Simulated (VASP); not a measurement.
Here is a VASP 6.6.1 calculation.

INCAR

```
ALGO = Normal
EDIFF = 1E-6
EDIFFG = -0.08
ENCUT = 600
GGA = PE
IBRION = 2
ISIF = 3
ISMEAR = 0
LASPH = True
LCHARG = False
LREAL = False
LWAVE = False
NELM = 60
NSW = 36
PREC = Accurate
SIGMA = 0.2
```

The input KPOINTS:

```
k-points
0
Gamma
  3 4 2
```

File POSCAR:

```
HfTe6Mo
1.0
    5.9000000000      0.0000000000      0.0000000000
    0.0000000000      3.8800000000      0.0000000000
   -1.4334829400      0.0000000000     10.1997611100
Hf Te Mo
1 6 1
Direct
    0.2850000000      0.0000000000      0.6560000000
    0.5440000000      0.5000000000      0.8260000000
    0.1120000000      0.5000000000      0.8310000000
    0.2380000000      0.5000000000      0.4460000000
    0.4560000000      0.0000000000      0.1740000000
    0.8880000000      0.0000000000      0.1690000000
    0.7620000000      0.0000000000      0.5540000000
    0.7150000000      0.5000000000      0.3440000000
```

Potentials or basis: VASP PAW PBE potentials, release 64 (Hf_pv, Te, Mo_sv).

Run with:

```sh
$ cat potpaw_PBE.64/Hf_pv/POTCAR potpaw_PBE.64/Te/POTCAR potpaw_PBE.64/Mo_sv/POTCAR > POTCAR
$ mpirun -np 1 vasp_std > vasp.out
```

(1) Predict the band gap on the k mesh.

(2) What does it give for the relaxed volume?

(3) What does it give for the relaxed cell?

(4) Predict the space group after relaxing (to 0.1 Å).

Answers

(1) zero (bands 30 and 31 overlap by 0.28 eV).

(2) 29.76 Å³/atom.

(3) a = 5.817 Å, b = 3.921 Å, c = 10.565 Å, α = 90.00°, β = 98.80°, γ = 90.00°.

(4) Pm (No. 6).

Caveat: the k points lie up to 0.40 Å⁻¹ apart in the final cell; spin-orbit coupling is left out, which moves the levels of the heavy elements; this functional lacks dispersion, which binds the layers, so the pressure and a relaxed spacing across them are unreliable.
